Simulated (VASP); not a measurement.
# ZrO2: single point with PBE

ZrO2:

```
Zr O
1.0
     3.62107    0.00000    0.00000
     0.00000    3.62107    0.00000
     0.00000    0.00000    5.28246
Zr O
2 4
Direct
  0.00000 0.00000 0.00000
  0.50000 0.50000 0.50000
  0.00000 0.50000 0.19279
  0.00000 0.50000 0.69279
  0.50000 0.00000 0.30721
  0.50000 0.00000 0.80721
```

```
Program             : VASP 6.6.1
Task                : single point
Functional          : PBE
Potentials or basis : VASP PAW PBE potentials, release 64 (Zr_sv, O)
Cutoff              : 600 eV
k mesh              : 6 × 6 × 6
Occupations         : gaussian, width 0.02 eV
Spin                : non-collinear spin, zero start, spin-orbit coupling
Starting moments    : [[0.0, 0.0, 0.0], [0.0, 0.0, 0.0], [0.0, 0.0, 0.0], [0.0, 0.0, 0.0], [0.0, 0.0, 0.0], [0.0, 0.0, 0.0]] μB
```

```yaml
Pressure: 0.1 GPa
Largest_force: 0.019 eV/Å
Net_moment: 0.00 μB per cell
Valence_electrons_inside_the_program's_atomic_spheres: Zr 9.59; O 5.09
```

Forces on the atoms (eV/Å):
```
Zr   0.000  0.000  0.000
Zr   0.000  0.000  0.000
O    0.000  0.000  0.019
O    0.000  0.000  0.019
O    0.000  0.000 -0.019
O    0.000  0.000 -0.019
```

Stress tensor (GPa, compression positive):
```
0.13 0.00 0.00
0.00 0.13 0.00
0.00 0.00 0.04
```

Moments on the atoms (μB; x, y, z):
```
Zr  0.00 0.00 0.00
Zr  0.00 0.00 0.00
O   0.00 0.00 0.00
O   0.00 0.00 0.00
O   0.00 0.00 0.00
O   0.00 0.00 0.00
```

Wall time 3.7 min on 1 thread of Intel(R) Xeon(R) 6975P-C (Granite Rapids), on a shared host, peak memory 0.53 GiB.
